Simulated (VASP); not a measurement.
# AlRuC4N4 (P-43m) in VASP: a series of runs

Runs on AlRuC4N4. Level: PBE. Tasks: single point.

All numbers are computed with VASP 6.6.1; they aren't measurements. Logs are shortened: lines on timing, memory, paths and dates and some standing lists are left out, and cuts for length are marked.

### 1 The cell of the first run

The structure is cubic, space group P-43m (No. 215). Conventional cell: a = 5.808 Å, b = 5.808 Å, c = 5.808 Å, α = 90.00°, β = 90.00°, γ = 90.00°. Within 2.5 Å of Al (site symmetry -43m) lie 4 C at 1.88 Å. Ru (site symmetry -43m) has 4 N at 1.98 Å within 2.6 Å. C (site symmetry 3m) has 1 N at 1.17 Å within 1.6 Å. Within 1.6 Å of N (site symmetry 3m) lie 1 C at 1.17 Å.

### 2 Single point, PBE, collinear spin, ferromagnetic start

File INCAR:

```
PREC = Accurate ; ENCUT = 520
EDIFF = 1E-6 ; ISMEAR = 0
SIGMA = 0.1 ; LREAL = F
LASPH = T ; NELM = 150
ALGO = Normal ; ISIF = 2
LWAVE = F ; LCHARG = T
ISPIN = 2 ; MAGMOM = 0 1 0 0 0 0 0 0 0 0
LORBIT = 11 ; LMAXMIX = 4
GGA = PE ; LELF = T
LVHAR = T ; NBANDS = 42
```

File KPOINTS:

```
Automatic mesh
0
Gamma
  4 4 4
```

File POSCAR:

```
AlRuC4N4
1.0
    5.8081437100      0.0000000000      0.0000000000
    0.0000000000      5.8081437100      0.0000000000
    0.0000000000      0.0000000000      5.8081437100
Al Ru C N
1 1 4 4
Direct
    0.0000000000      0.0000000000      0.0000000000
    0.5000000000      0.5000000000      0.5000000000
    0.1863817100      0.1863817100      0.1863817100
    0.1863817100      0.8136182900      0.8136182900
    0.8136182900      0.1863817100      0.8136182900
    0.8136182900      0.8136182900      0.1863817100
    0.3026839000      0.3026839000      0.3026839000
    0.3026839000      0.6973161000      0.6973161000
    0.6973161000      0.3026839000      0.6973161000
    0.6973161000      0.6973161000      0.3026839000
```

Potentials or basis: VASP PAW PBE potentials, release 64 (Al, Ru_pv, C, N).

On the command line:

```bash
cat potpaw_PBE.64/Al/POTCAR potpaw_PBE.64/Ru_pv/POTCAR potpaw_PBE.64/C/POTCAR potpaw_PBE.64/N/POTCAR > POTCAR
mpirun -np 1 vasp_std > vasp.out
```

OUTCAR:

```text
PREC = Accurate
   ENCUT = 520
   EDIFF = 1E-6
   ISMEAR = 0
   LREAL = F
   LASPH = T
   NELM = 150
   ISIF = 2
   ISPIN = 2
   LORBIT = 11
   GGA = PE

 ion  position               nearest neighbor table
   1  0.000  0.000  0.000-   3 1.88   4 1.88   5 1.88   6 1.88
   2  0.500  0.500  0.500-   7 1.98   8 1.98   9 1.98  10 1.98
   3  0.186  0.186  0.186-   7 1.17   1 1.88
   4  0.186  0.814  0.814-   8 1.17   1 1.88
   5  0.814  0.186  0.814-   9 1.17   1 1.88
   6  0.814  0.814  0.186-  10 1.17   1 1.88
   7  0.303  0.303  0.303-   3 1.17   2 1.98
   8  0.303  0.697  0.697-   4 1.17   2 1.98
   9  0.697  0.303  0.697-   5 1.17   2 1.98
  10  0.697  0.697  0.303-   6 1.17   2 1.98

  LATTYP: Found a simple cubic cell.
 ALAT       =     5.8081437100

  Lattice vectors:

 A1 = (   5.8081437100,   0.0000000000,   0.0000000000)
 A2 = (   0.0000000000,   5.8081437100,   0.0000000000)
 A3 = (   0.0000000000,   0.0000000000,   5.8081437100)

Analysis of symmetry for initial positions (statically):
=====================================================================
 Subroutine PRICEL returns:
 Original cell was already a primitive cell.

 Routine SETGRP: Setting up the symmetry group for a
 simple cubic supercell.

 Subroutine GETGRP returns: Found 24 space group operations
 (whereof 24 operations were pure point group operations)
 out of a pool of 48 trial point group operations.

The static configuration has the point symmetry T_d .

Analysis of symmetry for dynamics (positions and initial velocities):
=====================================================================
 Subroutine PRICEL returns:
 Original cell was already a primitive cell.

 Routine SETGRP: Setting up the symmetry group for a
 simple cubic supercell.

 Subroutine GETGRP returns: Found 24 space group operations
 (whereof 24 operations were pure point group operations)
 out of a pool of 48 trial point group operations.

The dynamic configuration has the point symmetry T_d .

Analysis of structural, dynamic, and magnetic symmetry:
=====================================================================
 Subroutine PRICEL returns:
 Original cell was already a primitive cell.

 Routine SETGRP: Setting up the symmetry group for a
 simple cubic supercell.

 Subroutine GETGRP returns: Found 24 space group operations
 (whereof 24 operations were pure point group operations)
[... 149 lines left out ...]

  energy without entropy =      -78.33455046  energy(sigma->0) =      -78.33455221

 E-fermi :   0.8108     XC(G=0):  -7.3893

 val. band max:        0.5392184732   @ k =   0.5000   0.5000   0.0000
 cond. band min:       1.0687805646   @ k =   0.0000   0.0000   0.0000
 fundamental gap:      0.5295620913
 Fermi energy:         0.8108340414

 spin component 1

 k-point     1 :       0.0000    0.0000    0.0000
  band No.  band energies     occupation
      1     -42.7373      1.00000
      2     -42.7373      1.00000
      3     -42.7373      1.00000
      4     -18.0859      1.00000
      5     -17.9442      1.00000
      6     -17.9442      1.00000
[... 399 lines left out ...]
     37       7.1536      0.00000
     38       7.1921      0.00000
 Fermi energy:         0.8108340414

 spin component 2

 k-point     1 :       0.0000    0.0000    0.0000
  band No.  band energies     occupation
      1     -41.2418      1.00000
      2     -41.2418      1.00000
      3     -41.2417      1.00000
      4     -17.9973      1.00000
      5     -17.8568      1.00000
      6     -17.8568      1.00000
[... 399 lines left out ...]
     37       7.2981      0.00000
     38       7.2981      0.00000
 [bands above 38 left out]

------------------------ aborting loop because EDIFF is reached ----------------------------------------

  FORCE on cell =-STRESS in cart. coord.  units (eV):
  Direction    XX          YY          ZZ          XY          YZ          ZX
  --------------------------------------------------------------------------------------
  -------------------------------------------------------------------------------------
  Total        6.3995045      6.3995045      6.3995045      0.0000000     -0.0000000      0.0000000
  in kB       52.3292936     52.3292936     52.3292936      0.0000000     -0.0000000      0.0000000
  external PRESSURE =      52.3292936 kB  Pullay stress =       0.0000000 kB

 VOLUME and BASIS-vectors are now :
 -----------------------------------------------------------------------------
  energy-cutoff  :      520.00
  volume of cell :      195.94
      direct lattice vectors                 reciprocal lattice vectors
     5.808143710  0.000000000  0.000000000     0.172172048  0.000000000  0.000000000
     0.000000000  5.808143710  0.000000000     0.000000000  0.172172048  0.000000000
     0.000000000  0.000000000  5.808143710     0.000000000  0.000000000  0.172172048

 POSITION                                       TOTAL-FORCE (eV/Angst)
 -----------------------------------------------------------------------------------
      0.00000      0.00000      0.00000         0.000000     -0.000000     -0.000000
      2.90407      2.90407      2.90407         0.000000     -0.000000      0.000000
      1.08253      1.08253      1.08253         0.477853      0.477853      0.477853
      1.08253      4.72561      4.72561         0.477853     -0.477853     -0.477853
      4.72561      1.08253      4.72561        -0.477853      0.477853     -0.477853
      4.72561      4.72561      1.08253        -0.477853     -0.477853      0.477853
      1.75803      1.75803      1.75803         0.201434      0.201434      0.201434
      1.75803      4.05011      4.05011         0.201434     -0.201434     -0.201434
      4.05011      1.75803      4.05011        -0.201434      0.201434     -0.201434
      4.05011      4.05011      1.75803        -0.201434     -0.201434      0.201434
 -----------------------------------------------------------------------------------
    total drift:                                0.000000      0.000000      0.000000

  FREE ENERGIE OF THE ION-ELECTRON SYSTEM (eV)
  ---------------------------------------------------
  free  energy   TOTEN  =       -78.3345539605 eV

  energy  without entropy=      -78.3345504588  energy(sigma->0) =      -78.33455221

 total charge

# of ion       s       p       d       tot
------------------------------------------
    1        0.384   0.512   0.000   0.896
    2        0.299   6.309   5.921  12.530
    3        0.957   1.710   0.000   2.667
    4        0.957   1.710   0.000   2.667
    5        0.957   1.710   0.000   2.667
    6        0.957   1.710   0.000   2.667
    7        1.302   2.573   0.000   3.875
    8        1.302   2.573   0.000   3.875
    9        1.302   2.573   0.000   3.875
   10        1.302   2.573   0.000   3.875
--------------------------------------------------
tot          9.718  23.951   5.921  39.590

 magnetization (x)

# of ion       s       p       d       tot
------------------------------------------
    1       -0.001   0.001   0.000   0.000
    2        0.008   0.108   1.766   1.881
    3        0.009   0.075   0.000   0.084
    4        0.009   0.075   0.000   0.084
    5        0.009   0.075   0.000   0.084
    6        0.009   0.075   0.000   0.084
    7        0.010   0.001   0.000   0.011
    8        0.010   0.001   0.000   0.011
    9        0.010   0.001   0.000   0.011
   10        0.010   0.001   0.000   0.011
--------------------------------------------------
tot          0.082   0.412   1.766   2.260
```

Run time: 5.9 min. Hardware: 1 thread of Intel Xeon Platinum 8259CL at 2.50GHz (Skylake/Cascade Lake), shared host; peak memory 0.46 GiB.

Results:

- Free energy: -78.3346 eV
- Pressure: 5.2 GPa
- Largest force: 0.828 eV/Å
- Band gap on the k mesh: 0.53 eV (least direct gap 0.92 eV)
- Net moment: 3.00 μB per cell
- Site moments: Al +0.00; Ru +1.88; C +0.08; N +0.01 μB
- Valence electrons inside the program's atomic spheres: Al 0.90; Ru 12.53; C 2.67; N 3.88

Forces in eV/Å, atoms in the order of the input:
```
Al   0.000  0.000  0.000
Ru   0.000  0.000  0.000
C    0.478  0.478  0.478
C    0.478 -0.478 -0.478
C   -0.478  0.478 -0.478
C   -0.478 -0.478  0.478
N    0.201  0.201  0.201
N    0.201 -0.201 -0.201
N   -0.201  0.201 -0.201
N   -0.201 -0.201  0.201
```

Levels at points of the mesh, in eV from the valence-band top:
Spin up:
```tsv
k point	band 25	band 26	band 27	band 28	band 29	band 30	band 31	band 32
(0.00, 0.00, 0.00)	-1.38	-0.59	-0.59	-0.59	2.79	2.79	2.79	3.35
(0.50, 0.00, 0.00)	-1.06	-0.30	-0.11	-0.11	2.29	2.29	2.69	2.87
(0.50, 0.50, 0.00)	-1.07	-0.34	0.00	0.00	2.34	2.34	2.78	2.88
(0.50, 0.50, 0.50)	-1.31	-0.32	-0.32	-0.32	2.85	2.85	2.85	3.41
```
Spin down:
```csv
k point,band 23,band 24,band 25,band 26,band 27,band 28
"(0.00, 0.00, 0.00)",-4.33,-0.69,-0.69,0.53,0.53,0.53
"(0.50, 0.00, 0.00)",-4.32,-0.69,-0.34,0.97,1.16,1.16
"(0.50, 0.50, 0.00)",-4.33,-0.65,-0.35,0.92,1.42,1.42
"(0.50, 0.50, 0.50)",-4.19,-0.63,-0.63,0.94,0.94,0.94
```

Caveat: the cell stands under pressure.

### 3 Single point, PBE, collinear spin, ferromagnetic start

This run uses another cell than the first one, of 21.14 Å³/atom.

File INCAR:

```
ALGO     = Normal         # electronic algorithm
EDIFF    = 1E-6           # SCF threshold, eV
ENCUT    = 520            # plane-wave cutoff, eV
GGA      = PE             # functional
ISIF     = 2              # what is computed and relaxed
ISMEAR   = 0              # smearing method
ISPIN    = 2              # spin polarisation
LASPH    = T              # aspherical terms in the spheres
LCHARG   = F              # write CHGCAR
LMAXMIX  = 4              # l up to which the mixer works
LORBIT   = 11             # projections on sites
LREAL    = F              # projectors in reciprocal space
LWAVE    = F              # write WAVECAR
MAGMOM   = 0 1 0 0 0 0 0 0 0 0 # initial moments
NBANDS   = 42             # bands
NELM     = 150            # most SCF steps
PREC     = Accurate       # precision mode
SIGMA    = 0.1            # smearing width, eV
```

File KPOINTS:

```
k-points
0
Gamma
  4 4 4
```

File POSCAR:

```
AlRuC4N4
1.0
    5.9567440403      0.0000000000      0.0000000000
    0.0000000000      5.9567440403      0.0000000000
    0.0000000000      0.0000000000      5.9567440403
Al Ru C N
1 1 4 4
Direct
    0.0000000000      0.0000000000      0.0000000000
    0.5000000000      0.5000000000      0.5000000000
    0.1901671747      0.1901671747      0.1901671747
    0.1901671747      0.8098328253      0.8098328253
    0.8098328253      0.1901671747      0.8098328253
    0.8098328253      0.8098328253      0.1901671747
    0.3037214148      0.3037214148      0.3037214148
    0.3037214148      0.6962785852      0.6962785852
    0.6962785852      0.3037214148      0.6962785852
    0.6962785852      0.6962785852      0.3037214148
```

Potentials or basis: VASP PAW PBE potentials, release 64 (Al, Ru_pv, C, N).

On the command line:

```bash
cat potpaw_PBE.64/Al/POTCAR potpaw_PBE.64/Ru_pv/POTCAR potpaw_PBE.64/C/POTCAR potpaw_PBE.64/N/POTCAR > POTCAR
mpirun -np 1 vasp_std > vasp.out
```

Wall time 5.9 min (1 thread of Intel Xeon Platinum 8259CL at 2.50GHz (Skylake/Cascade Lake), shared host); peak memory 0.48 GiB.

Results (log left out):

- Free energy: -78.6498 eV
- Pressure: 0.5 GPa
- Largest force: 0.373 eV/Å
- Band gap on the k mesh: 0.73 eV (least direct gap 1.11 eV)
- Net moment: 3.00 μB per cell
- Site moments: Al +0.00; Ru +1.99; C +0.07; N +0.01 μB
- Valence electrons inside the program's atomic spheres: Al 0.79; Ru 12.44; C 2.63; N 3.86

Forces on the atoms (eV/Å):
```
Al   0.000  0.000  0.000
Ru   0.000  0.000  0.000
C   -0.215 -0.215 -0.215
C   -0.215  0.215  0.215
C    0.215 -0.215  0.215
C    0.215  0.215 -0.215
N    0.215  0.215  0.215
N    0.215 -0.215 -0.215
N   -0.215  0.215 -0.215
N   -0.215 -0.215  0.215
```

Levels at points of the mesh, in eV from the valence-band top:
Spin up:
| k point | band 26 | band 27 | band 28 | band 29 | band 30 | band 31 |
| --- | --- | --- | --- | --- | --- | --- |
| (0.00, 0.00, 0.00) | -0.47 | -0.47 | -0.47 | 2.78 | 2.78 | 2.78 |
| (0.50, 0.00, 0.00) | -0.24 | -0.09 | -0.09 | 2.37 | 2.37 | 2.84 |
| (0.50, 0.50, 0.00) | -0.27 | 0.00 | 0.00 | 2.43 | 2.43 | 2.88 |
| (0.50, 0.50, 0.50) | -0.26 | -0.26 | -0.26 | 2.86 | 2.86 | 2.86 |
Spin down:
```
           k point  band 22  band 23  band 24  band 25  band 26  band 27  band 28  band 29
(0.00, 0.00, 0.00)    -4.23    -4.23    -0.44    -0.44     0.73     0.73     0.73     3.49
(0.50, 0.00, 0.00)    -4.22    -4.22    -0.46    -0.16     1.15     1.29     1.29     2.69
(0.50, 0.50, 0.00)    -4.23    -4.23    -0.42    -0.18     1.11     1.52     1.52     2.56
(0.50, 0.50, 0.50)    -4.11    -4.11    -0.39    -0.39     1.09     1.09     1.10     3.34
```

A k mesh can miss the band edges.
